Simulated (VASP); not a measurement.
# Pt (Fm-3m) in VASP: notebook

The runs below take Pt through single point, with r2SCAN, LDA.

All numbers are computed with VASP 6.6.1; they aren't measurements. Logs are shortened: lines on timing, memory, paths and dates and some standing lists are left out, and cuts for length are marked.

## Step 1: The cell of the first run

The structure is cubic, space group Fm-3m (No. 225). Conventional cell: a = 3.922 Å, b = 3.922 Å, c = 3.922 Å, α = 90.00°, β = 90.00°, γ = 90.00°. Pt (site symmetry m-3m) has 12 Pt at 2.77 Å within 3.7 Å.

## Step 2: Single point, r2SCAN

The input, POSCAR:

```
Pt
1.0
    0.0000000000      1.9609000000      1.9609000000
    1.9609000000      0.0000000000      1.9609000000
    1.9609000000      1.9609000000      0.0000000000
Pt
1
Direct
    0.0000000000      0.0000000000      0.0000000000
```

The input, INCAR.step1:

```
SYSTEM = Pt
PREC     = Accurate       ! precision mode
ENCUT    = 520            ! plane-wave cutoff, eV
ISMEAR   = -1             ! smearing method
SIGMA    = 0.05           ! smearing width, eV
LREAL    = .FALSE.        ! projectors in reciprocal space
LASPH    = .TRUE.         ! aspherical terms in the spheres
NELM     = 60             ! most SCF steps
NBANDS   = 11             ! bands
GGA      = PE             ! functional
ALGO     = Normal         ! electronic algorithm
EDIFF    = 1E-4           ! SCF threshold, eV
LWAVE    = .TRUE.         ! write WAVECAR
LCHARG   = .FALSE.        ! write CHGCAR
```

The input, INCAR.step2:

```
SYSTEM = Pt
PREC     = Accurate       ! precision mode
ENCUT    = 520            ! plane-wave cutoff, eV
EDIFF    = 1E-6           ! SCF threshold, eV
ISMEAR   = -1             ! smearing method
SIGMA    = 0.05           ! smearing width, eV
LREAL    = .FALSE.        ! projectors in reciprocal space
LASPH    = .TRUE.         ! aspherical terms in the spheres
NELM     = 60             ! most SCF steps
ALGO     = Normal         ! electronic algorithm
ISIF     = 2              ! what is computed and relaxed
LWAVE    = .FALSE.        ! write WAVECAR
LCHARG   = .TRUE.         ! write CHGCAR
METAGGA  = R2SCAN         ! meta-GGA
LMIXTAU  = .TRUE.       
LELF     = .TRUE.         ! ELF
LVHAR    = .TRUE.       
NBANDS   = 11             ! bands
ISTART   = 1
```

The input, KPOINTS:

```
Automatic mesh
0
G
  10 10 10
  0 0 0
```

Potentials or basis: VASP PAW PBE potentials, release 64 (Pt).

Launch:

```sh
cat potpaw_PBE.64/Pt/POTCAR > POTCAR
cp INCAR.step1 INCAR
mpirun -np 1 vasp_std > vasp.out
cp INCAR.step2 INCAR
mpirun -np 1 vasp_std > vasp.out
```

OUTCAR:

```text
SYSTEM = Pt
   PREC = Accurate
   ENCUT = 520
   EDIFF = 1E-6
   ISMEAR = -1
   LREAL = .FALSE.
   LASPH = .TRUE.
   NELM = 60
   ISIF = 2
   METAGGA = R2SCAN
   ISTART = 1

 ion  position               nearest neighbor table
   1  0.000  0.000  0.000-

  LATTYP: Found a face centered cubic cell.
 ALAT       =     3.9218000000

  Lattice vectors:

 A1 = (   0.0000000000,   1.9609000000,   1.9609000000)
 A2 = (   1.9609000000,   0.0000000000,   1.9609000000)
 A3 = (   1.9609000000,   1.9609000000,   0.0000000000)

Analysis of symmetry for initial positions (statically):
=====================================================================
 Subroutine PRICEL returns:
 Original cell was already a primitive cell.

 Routine SETGRP: Setting up the symmetry group for a
 face centered cubic supercell.

 Subroutine GETGRP returns: Found 48 space group operations
 (whereof 48 operations were pure point group operations)
 out of a pool of 48 trial point group operations.

The static configuration has the point symmetry O_h .

Analysis of symmetry for dynamics (positions and initial velocities):
=====================================================================
 Subroutine PRICEL returns:
 Original cell was already a primitive cell.

 Routine SETGRP: Setting up the symmetry group for a
 face centered cubic supercell.

 Subroutine GETGRP returns: Found 48 space group operations
 (whereof 48 operations were pure point group operations)
 out of a pool of 48 trial point group operations.

The dynamic configuration has the point symmetry O_h .

 Subroutine INISYM returns: Found 48 space group operations
 (whereof 48 operations are pure point group operations),
 and found     1 'primitive' translations

----------------------------------------------------------------------------------------

                                     Primitive cell

  volume of cell :      15.0798

  direct lattice vectors                    reciprocal lattice vectors
     0.000000000  1.960900000  1.960900000    -0.254984956  0.254984956  0.254984956
     1.960900000  0.000000000  1.960900000     0.254984956 -0.254984956  0.254984956
     1.960900000  1.960900000  0.000000000     0.254984956  0.254984956 -0.254984956

  length of vectors
     2.773131374  2.773131374  2.773131374     0.441646899  0.441646899  0.441646899

  position of ions in fractional coordinates (direct lattice)
     0.000000000  0.000000000  0.000000000

  ion indices of the primitive-cell ions
   primitive index   ion index
                 1           1

----------------------------------------------------------------------------------------

 KPOINTS: Automatic mesh

Automatic generation of k-mesh.
 Grid dimensions read from file:
 generate k-points for:   10   10   10

 Generating k-lattice:

  Cartesian coordinates                     Fractional coordinates (reciprocal lattice)
    -0.025498496  0.025498496  0.025498496     0.100000000  0.000000000  0.000000000
     0.025498496 -0.025498496  0.025498496     0.000000000  0.100000000  0.000000000
     0.025498496  0.025498496 -0.025498496     0.000000000  0.000000000  0.100000000

  Length of vectors
     0.044164690  0.044164690  0.044164690

  Shift w.r.t. Gamma in fractional coordinates (k-lattice)
     0.000000000  0.000000000  0.000000000

 Subroutine IBZKPT returns following result:
 ===========================================

 Found     47 irreducible k-points:

 Following reciprocal coordinates:
            Coordinates               Weight
  0.000000  0.000000  0.000000      1.000000
  0.100000  0.000000  0.000000      8.000000
  0.200000  0.000000  0.000000      8.000000
  0.300000  0.000000  0.000000      8.000000
  0.400000  0.000000  0.000000      8.000000
  0.500000  0.000000  0.000000      4.000000
[... 16 lines left out ...]
  0.300000  0.300000  0.000000      6.000000
  0.400000  0.300000  0.000000     24.000000
 [... further k-points ...]
   k-points           NKPTS =     47   k-points in BZ     NKDIM =     47   number of bands    NBANDS=     11
   number of dos      NEDOS =    301   number of ions     NIONS =      1
   total plane-waves  NPLWV =  13824
   dimension x,y,z NGX =    24 NGY =   24 NGZ =   24
   dimension x,y,z NGXF=    48 NGYF=   48 NGZF=   48
   ions per type =               1
   NGX,Y,Z   is equivalent  to a cutoff of  14.39, 14.39, 14.39 a.u.
   NGXF,Y,Z  is equivalent  to a cutoff of  28.78, 28.78, 28.78 a.u.
 SYSTEM =  Pt
   PREC   = accura    normal or accurate (medium, high low for compatibility)
   ISTART =      1    job   : 0-new  1-cont  2-samecut
   ICHARG =      0    charge: 1-file 2-atom 10-const
   ISPIN  =      1    spin polarized calculation?
   LNONCOLLINEAR =      F non collinear calculations
   LSORBIT =      F    spin-orbit coupling
   LASPH  =      T    aspherical Exc in radial PAW
   ENCUT  =  520.0 eV  38.22 Ry    6.18 a.u.   5.16  5.16  5.16*2*pi/ulx,y,z
   NELM   =     60;   NELMIN=  2; NELMDL=  0     # of ELM steps
   EDIFF  = 0.1E-05   stopping-criterion for ELM
   LREAL  =      F    real-space projection
   EDIFFG = 0.1E-04   stopping-criterion for IOM
   NSW    =      0    number of steps for IOM
   IBRION =     -1    ionic relax: 0-MD 1-quasi-New 2-CG
   NFREE  =      0    steps in history (QN), initial steepest desc. (CG)
   ISIF   =      2    stress and relaxation
   ISYM   =      2    0-nonsym 1-usesym 2-fastsym
   POTIM  = 0.5000    time-step for ionic-motion
   TEBEG  =    0.0;   TEEND  =   0.0 temperature during run
   PSTRESS=    0.0 pullay stress
   NELECT =      10.0000    total number of electrons
   NUPDOWN=      -1.0000    fix difference up-down
   EMIN   =  10.00;   EMAX   =-10.00  energy-range for DOS
   EFERMI =   0.00;   METHOD = LEGACY
   ISMEAR =    -1;   SIGMA  =   0.05  broadening in eV -4-tet -1-fermi 0-gaus
   EFERMI_NEDOS =   21; number of points for ismear=-14 and -15
   IALGO  =     38    algorithm
   IMIX   =      4    mixing-type and parameters
     AMIX     =   0.40;   BMIX     =  1.00
     AMIX_MAG =   1.60;   BMIX_MAG =  1.00
  volume/ion in A,a.u.               =      15.08       101.76
  Fermi-wavevector in a.u.,A,eV,Ry     =   1.427609  2.697791 27.729605  2.038068
  Thomas-Fermi vector in A             =   2.547760
   LORBIT       =      0    0 simple, 1 ext, 2 COOP (PROOUT), +10 PAW based schemes
   METAGGA = R2SCAN    functional components
   LHFCALC =     F    Hartree Fock is set to
   AEXX    =    0.0000 exact exchange contribution
   IVDW    =     0    specifies the selected vdW correction
   LEPSILON=     F    determine dielectric tensor
   LRPA    =     F    only Hartree local field effects (RPA)
 non-spin polarized calculation
  energy-cutoff  :      520.00
  volume of cell :       15.08
 maximum number of plane-waves:       415
 NGX is ok and might be reduce to    24
   NGX = 11   NGY = 11   NGZ = 11

 number of electron      10.0000000 magnetization

 Free energy of the ion-electron system (eV)
  ---------------------------------------------------
  ext. energy  EPLUGINS =         0.00000000
  ---------------------------------------------------
  free energy    TOTEN  =       -51.48595620 eV

  energy without entropy =      -51.47467058  energy(sigma->0) =      -51.48031339

 E-fermi :  11.0287     XC(G=0): -14.6367

 val. band max:       10.9627727504   @ k =   0.5000   0.5000   0.0000
 cond. band min:      11.0453643647   @ k =   0.5000   0.0000   0.0000
 fundamental gap:      0.0825916143
 Fermi energy:        11.0286955762

 k-point     1 :       0.0000    0.0000    0.0000
  band No.  band energies     occupation
      1       0.5185      2.00000
      2       7.1016      2.00000
      3       7.1016      2.00000
      4       7.1016      2.00000
      5       9.2695      2.00000
      6       9.2695      2.00000
      7      26.4978      0.00000
      8      31.6694      0.00000
      9      31.6694      0.00000
     10      31.6694      0.00000
     11      37.5383      0.00000

 k-point     2 :       0.1000    0.0000    0.0000
  band No.  band energies     occupation
      1       0.9320      2.00000
      2       6.9291      2.00000
      3       7.2576      2.00000
      4       7.2576      2.00000
      5       9.1919      2.00000
      6       9.1919      2.00000
      7      27.1128      0.00000
      8      29.8760      0.00000
      9      32.2951      0.00000
     10      32.2951      0.00000
     11      39.0222      0.00000

 k-point     3 :       0.2000    0.0000    0.0000
  band No.  band energies     occupation
      1       2.0192      2.00000
      2       6.6784      2.00000
      3       7.4894      2.00000
      4       7.4894      2.00000
      5       9.2362      2.00000
      6       9.2362      2.00000
      7      26.8066      0.00000
      8      28.2612      0.00000
      9      33.9490      0.00000
     10      33.9490      0.00000
     11      36.2870      0.00000

 k-point     4 :       0.3000    0.0000    0.0000
  band No.  band energies     occupation
      1       3.1071      2.00000
      2       7.1927      2.00000
      3       7.3684      2.00000
      4       7.3684      2.00000
      5       9.8563      2.00000
      6       9.8563      2.00000
      7      23.2316      0.00000
      8      27.7876      0.00000
      9      34.2839      0.00000
     10      34.2839      0.00000
     11      36.4746      0.00000
[... 239 lines left out ...]
 k-point    22 :      -0.2000    0.2000    0.0000
  band No.  band energies     occupation
      1       4.0241      2.00000
      2       6.1191      2.00000
      3       7.1337      2.00000
      4       8.2783      2.00000
      5       8.5572      2.00000
      6      11.4396      0.00054
      7      24.4667      0.00000
      8      27.0708      0.00000
      9      30.4261      0.00000
     10      32.8558      0.00000
     11      36.1714      0.00000

 k-point    23 :       0.3000    0.3000    0.0000
  band No.  band energies     occupation
      1       3.9254      2.00000
      2       5.0201      2.00000
      3       8.2353      2.00000
      4       9.4999      2.00000
      5       9.4999      2.00000
      6      10.3296      2.00000
      7      27.3150      0.00000
      8      27.3150      0.00000
      9      28.5742      0.00000
     10      31.1777      0.00000
     11      32.2985      0.00000

 k-point    24 :       0.4000    0.3000    0.0000
  band No.  band energies     occupation
      1       4.2224      2.00000
      2       4.8280      2.00000
      3       8.3394      2.00000
      4       9.6503      2.00000
      5      10.9268      1.76948
      6      11.2957      0.00955
      7      23.6524      0.00000
      8      26.0763      0.00000
      9      26.5651      0.00000
     10      32.0062      0.00000
     11      34.1444      0.00000

 [... further k-points ...]
[... 5 lines left out ...]
  --------------------------------------------------------------------------------------
  -------------------------------------------------------------------------------------
  Total        0.4609993      0.4609993      0.4609993      0.0000000     -0.0000000      0.0000000
  in kB       48.9795165     48.9795165     48.9795165      0.0000000     -0.0000000      0.0000000
  external PRESSURE =      48.9795165 kB  Pullay stress =       0.0000000 kB

 VOLUME and BASIS-vectors are now :
 -----------------------------------------------------------------------------
  energy-cutoff  :      520.00
  volume of cell :       15.08
      direct lattice vectors                 reciprocal lattice vectors
     0.000000000  1.960900000  1.960900000    -0.254984956  0.254984956  0.254984956
     1.960900000  0.000000000  1.960900000     0.254984956 -0.254984956  0.254984956
     1.960900000  1.960900000  0.000000000     0.254984956  0.254984956 -0.254984956

 POSITION                                       TOTAL-FORCE (eV/Angst)
 -----------------------------------------------------------------------------------
      0.00000      0.00000      0.00000         0.000000     -0.000000     -0.000000
 -----------------------------------------------------------------------------------
    total drift:                                0.000000     -0.000000     -0.000000

  FREE ENERGIE OF THE ION-ELECTRON SYSTEM (eV)
  ---------------------------------------------------
  free  energy   TOTEN  =       -51.4859562018 eV

  energy  without entropy=      -51.4746705839  energy(sigma->0) =      -51.48031339
```

It took 14 s on 1 thread of Intel Xeon 6975P-C (Granite Rapids), shared host; peak memory 0.15 GiB.

Results:

- Free energy: -51.4860 eV
- Pressure: 4.9 GPa
- Band gap on the k mesh: zero (band 5 reaches 11.55 eV, above the bottom of band 6 at 9.19 eV)

Caveat: the PAW data sets were made with another functional, which shifts forces and pressure a little; spin-orbit coupling is left out, which moves the levels of the heavy elements.

[end of part 1 of 2]
